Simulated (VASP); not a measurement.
A run of VASP 6.6.1 is set up as follows.

Contents of INCAR:

```
SYSTEM = Si3O2
PREC = Accurate
ENCUT = 520
EDIFF = 1E-7
ISMEAR = 0
SIGMA = 0.1
LREAL = .False.
LASPH = .True.
NELM = 150
ALGO = Normal
ISIF = 2
LWAVE = .False.
LCHARG = .False.
ISPIN = 2
MAGMOM = 0 0 0 1 1
LORBIT = 11
GGA = PE
NBANDS = 24
```

File KPOINTS:

```
regular mesh
0
Gamma
  4 4 6
  0 0 0
```

The input POSCAR:

```
Si3O2
1.0
    4.5012169400      0.0000000000      0.0000000000
    0.0000000000      4.5012169400      0.0000000000
    0.0000000000      0.0000000000      3.3357033900
Si O
3 2
Direct
    0.5000000000      0.5000000000      0.4793932500
    0.5000000000      0.5000000000      0.9783680900
    0.0000000000      0.0000000000      0.5312098000
    0.5000000000      0.0000000000      0.4168319800
    0.0000000000      0.5000000000      0.4168319800
```

Potentials or basis: VASP PAW PBE potentials, release 64 (Si, O).

Run with:

```console
$ cat potpaw_PBE.64/Si/POTCAR potpaw_PBE.64/O/POTCAR > POTCAR
$ mpirun -np 1 vasp_std > vasp.out
```

(1) What does it give for the net moment?

(2) Estimate the largest force.

Results:

(1) 0.00 μB per cell.

(2) 0.327 eV/Å.
